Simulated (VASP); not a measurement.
# Sc12H (a cell with a defect) in VASP: notebook, part 2 of 2

VASP 6.6.1. Earlier steps stand in the parts before.

## (5) Single point, PBE+D3(BJ)

File INCAR:

```
PREC = Accurate ; ENCUT = 520
EDIFF = 1E-7 ; ISMEAR = 0
SIGMA = 0.15 ; LREAL = False
LASPH = True ; NELM = 80
ALGO = Normal ; ISIF = 2
LWAVE = False ; LCHARG = False
GGA = PE ; IVDW = 12
NBANDS = 78
```

File KPOINTS:

```
regular mesh
0
Gamma
  3 2 3
```

File POSCAR:

```
Sc12H
1.0
    6.6200000000      0.0000000000      0.0000000000
   -4.9650000000      8.5996320000      0.0000000000
    0.0000000000      0.0000000000      5.2761400000
Sc H
12 1
Direct
    0.0006986026     -0.0008324775      0.0021174571
    0.1650789001      0.2206687449      0.5026955312
    0.0019263430      0.3345388500      0.0025584992
    0.1685991230      0.5544288407      0.5006707555
    0.0010346658      0.6668726057     -0.0149679501
    0.1701239908      0.8922769021      0.5010625192
    0.5002081790      0.0000813988      0.0017507117
    0.6686740507      0.2228183718      0.5023393996
    0.5006867709      0.3338045163      0.0033732994
    0.6643716323      0.5543168591      0.5011294242
    0.5001330163      0.6658895404      0.0024396623
    0.6673252191      0.8891824673      0.5014840395
    0.0013842500      0.6675367039      0.5959335802
```

Potentials or basis: VASP PAW PBE potentials, release 64 (Sc_sv, H).

Started as:

```bash
$ cat potpaw_PBE.64/Sc_sv/POTCAR potpaw_PBE.64/H/POTCAR > POTCAR
$ mpirun -np 1 vasp_std > vasp.out
```

OUTCAR:

```text
PREC = Accurate
   ENCUT = 520
   EDIFF = 1E-7
   ISMEAR = 0
   LREAL = False
   LASPH = True
   NELM = 80
   ISIF = 2
   GGA = PE
   IVDW = 12
 IVDW          = 12

 ion  position               nearest neighbor table
   1  0.001  0.999  0.002-   6 3.24   6 3.25   2 3.25  12 3.25   2 3.26  12 3.26   5 3.30   7 3.30
                            11 3.31   9 3.32   7 3.32   3 3.33
   2  0.165  0.221  0.503-   1 3.25   1 3.26   3 3.26   3 3.26   9 3.26   9 3.27   6 3.28  12 3.29
                             8 3.30   4 3.30  10 3.31   8 3.32
   3  0.002  0.335  0.003-   4 3.24   4 3.25   8 3.26   8 3.26   2 3.26   2 3.26  11 3.29   5 3.30
                             9 3.31   9 3.31   7 3.32   1 3.33
   4  0.169  0.554  0.501-  13 2.00   5 3.20   3 3.24  11 3.24   3 3.25  11 3.26  10 3.28   8 3.30
                             2 3.30  12 3.31   5 3.33  10 3.34   6 3.35
   5  0.001  0.667  0.985-  13 2.05  10 3.20   4 3.20   6 3.21   1 3.30   3 3.30   7 3.31  11 3.31
                             9 3.31  11 3.31   4 3.33  10 3.34   6 3.34
   6  0.170  0.892  0.501-  13 2.00   5 3.21   1 3.24   7 3.24   7 3.25   1 3.25   2 3.28   8 3.29
                            12 3.31  12 3.31   5 3.34   4 3.35  10 3.35
   7  0.500  0.000  0.002-   6 3.24   6 3.25  12 3.26   8 3.26  12 3.26   8 3.26   1 3.30   5 3.31
[... 1048 lines left out ...]

  FORCE on cell =-STRESS in cart. coord.  units (eV):
  Direction    XX          YY          ZZ          XY          YZ          ZX
  --------------------------------------------------------------------------------------
  -------------------------------------------------------------------------------------
  Total      -4.57679    -4.53055    -6.53311     0.00105     0.03865    -0.00003
  in kB     -24.41279   -24.16615   -34.84787     0.00562     0.20615    -0.00015
  external pressure =      -27.81 kB  Pullay stress =        0.00 kB

 VOLUME and BASIS-vectors are now :
 -----------------------------------------------------------------------------
  energy-cutoff  :      520.00
  volume of cell :      300.37
      direct lattice vectors                 reciprocal lattice vectors
     6.620000000  0.000000000  0.000000000     0.151057402  0.087213034  0.000000000
    -4.965000000  8.599632000  0.000000000     0.000000000  0.116284046  0.000000000
     0.000000000  0.000000000  5.276140000     0.000000000  0.000000000  0.189532499

 POSITION                                       TOTAL-FORCE (eV/Angst)
 -----------------------------------------------------------------------------------
     -4.95624      8.59247      0.01117        -0.002718      0.001289     -0.002438
     -0.00280      1.89767      2.65229         0.002987      0.005002      0.000026
     -1.64823      2.87691      0.01350        -0.000429     -0.004435     -0.001737
     -1.63661      4.76788      2.64161         0.010550     -0.004699     -0.000879
     -3.30417      5.73486      5.19717        -0.003530     -0.002121      0.010111
     -3.30393      7.67325      2.64368         0.000113      0.011162      0.000021
      3.31097      0.00070      0.00924         0.003763      0.003964     -0.000346
      3.32033      1.91616      2.65041        -0.003517     -0.001922     -0.000726
      1.65721      2.87060      0.01780         0.001503     -0.000217     -0.001261
      1.64596      4.76692      2.64403        -0.012836     -0.006861      0.000481
      0.00474      5.72641      0.01287         0.003712      0.001445     -0.004396
      0.00290      7.64664      2.64590         0.001116     -0.003679     -0.000899
     -3.30516      5.74057      3.14423        -0.000713      0.001072      0.002045
 -----------------------------------------------------------------------------------
    total drift:                                0.000256      0.000210     -0.000879

  FREE ENERGIE OF THE ION-ELECTRON SYSTEM (eV)
  ---------------------------------------------------
  free  energy   TOTEN  =       -84.1041395526 eV

  energy  without entropy=      -83.7958374047  energy(sigma->0) =      -83.94998848
```

stdout:

```text
POSCAR found type information on POSCAR ScH
 POSCAR found :  2 types and      13 ions
 scaLAPACK will be used
 LDA part: xc-table for (Slater+PW92), standard interpolation
 -----------------------------------------------------------------------------
|                                                                             |
|           W    W    AA    RRRRR   N    N  II  N    N   GGGG   !!!           |
|           W    W   A  A   R    R  NN   N  II  NN   N  G    G  !!!           |
|           W    W  A    A  R    R  N N  N  II  N N  N  G       !!!           |
|           W WW W  AAAAAA  RRRRR   N  N N  II  N  N N  G  GGG   !            |
|           WW  WW  A    A  R   R   N   NN  II  N   NN  G    G                |
|           W    W  A    A  R    R  N    N  II  N    N   GGGG   !!!           |
|                                                                             |
|     Your reciprocal lattice and k-lattice belong to different lattice       |
|     classes:                                                                |
|                                                                             |
|        The reciprocal lattice is simple monoclinic,                         |
|        whereas your k-lattice is hexagonal.                                 |
|                                                                             |
|     Results are often still useful ...                                      |
|                                                                             |
 -----------------------------------------------------------------------------

 POSCAR, INCAR and KPOINTS ok, starting setup
 FFT: planning ... GRIDC
 FFT: planning ... GRID_SOFT
 FFT: planning ... GRID
 WAVECAR not read
 entering main loop
```

Run time: 7.4 min. Hardware: 1 thread of Intel Xeon Platinum 8488C (Sapphire Rapids), shared host; peak memory 0.44 GiB.

What came out:

```
Free energy                : -84.1041 eV
Pressure                   : -2.8 GPa
Largest force              : 0.015 eV/Å
Band gap on the k mesh     : zero (an odd number of electrons rules out a gap without spin polarisation)
Dispersion energy per atom : -0.362 eV
```

Forces in eV/Å, atoms in the order of the input:
```
Sc  -0.003  0.001 -0.002
Sc   0.003  0.005  0.000
Sc   0.000 -0.004 -0.002
Sc   0.011 -0.005 -0.001
Sc  -0.004 -0.002  0.010
Sc   0.000  0.011  0.000
Sc   0.004  0.004  0.000
Sc  -0.004 -0.002 -0.001
Sc   0.002  0.000 -0.001
Sc  -0.013 -0.007  0.000
Sc   0.004  0.001 -0.004
Sc   0.001 -0.004 -0.001
H   -0.001  0.001  0.002
```

Stress tensor (GPa, compression positive):
```
-2.44  0.00  0.00
 0.00 -2.42  0.02
 0.00  0.02 -3.48
```

Levels at points of the mesh, in eV from the Fermi level:
```
           k point  band 63  band 64  band 65  band 66  band 67  band 68  band 69  band 70
(0.00, 0.00, 0.00)    -0.54    -0.52    -0.47    -0.41    -0.28    -0.28     0.02     0.11
(0.00, 0.50, 0.00)    -0.55    -0.54    -0.47    -0.28    -0.28    -0.28    -0.05     0.04
```

Caveat: the k points lie up to 0.40 Å⁻¹ apart, too coarse for converged energies and pressures of a metal.

## (6) The runs side by side

```csv
cell,gap on the mesh (eV),pressure (GPa),largest force (eV/Å)
"as given, atomic positions A",none,-2.8,0.25
"as given, atomic positions B",none,-2.8,0.25
"as given, atomic positions C",none,-2.8,0.04
"as given, atomic positions D",none,-2.8,0.01
```

Alike in all rows: task single point; level PBE+D3(BJ); potentials or basis VASP PAW PBE potentials, release 64 (Sc_sv, H); no spin polarisation; k mesh 3 × 2 × 3; cutoff (eV) 520; smearing gaussian 0.15 eV.

Caveats: all runs use coarse meshes.

Total energies depend on the potentials used, so only differences within one code and one set of settings carry meaning.
